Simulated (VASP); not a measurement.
Here is a VASP 6.6.1 calculation.

INCAR

```
PREC = Accurate
ENCUT = 520
EDIFF = 1E-6
ISMEAR = 0
SIGMA = 0.01
LREAL = False
LASPH = True
NELM = 150
ALGO = Normal
ISIF = 2
LWAVE = False
LCHARG = False
ISPIN = 2
MAGMOM = -2.27 2.27 -0.16 0.16
LORBIT = 11
LMAXMIX = 4
GGA = PE
NBANDS = 27
```

The input KPOINTS:

```
Automatic mesh
0
Gamma
  3 3 3
```

File POSCAR:

```
CoO
1.0
    1.6022198417      0.9250420569      5.1329417806
   -1.6022198417      0.9250420569      5.1329417806
    0.0000000000     -1.8500841138      5.1329417806
Co O
2 2
Direct
    0.9994877300      0.9994877300      0.9994877300
    0.4994905900      0.4994905900      0.4994905900
    0.3754955300      0.3754955300      0.3754955300
    0.8755255000      0.8755255000      0.8755255000
```

Potentials or basis: VASP PAW PBE potentials, release 64 (Co, O).

Launch:

```sh
$ cat potpaw_PBE.64/Co/POTCAR potpaw_PBE.64/O/POTCAR > POTCAR
$ mpirun -np 1 vasp_std > vasp.out
```

Problem. Estimate the largest force.

Solution. 0.121 eV/Å.

Problem. Predict the site moments.

Solution. Co -2.25, +2.25; O -0.17, +0.17 μB.

Forces in eV/Å, atoms in the order of the input:
```
Co   0.000  0.000 -0.115
Co   0.000  0.000 -0.118
O    0.000  0.000  0.121
O    0.000  0.000  0.113
```

Caveat: the k points lie up to 0.77 Å⁻¹ apart.
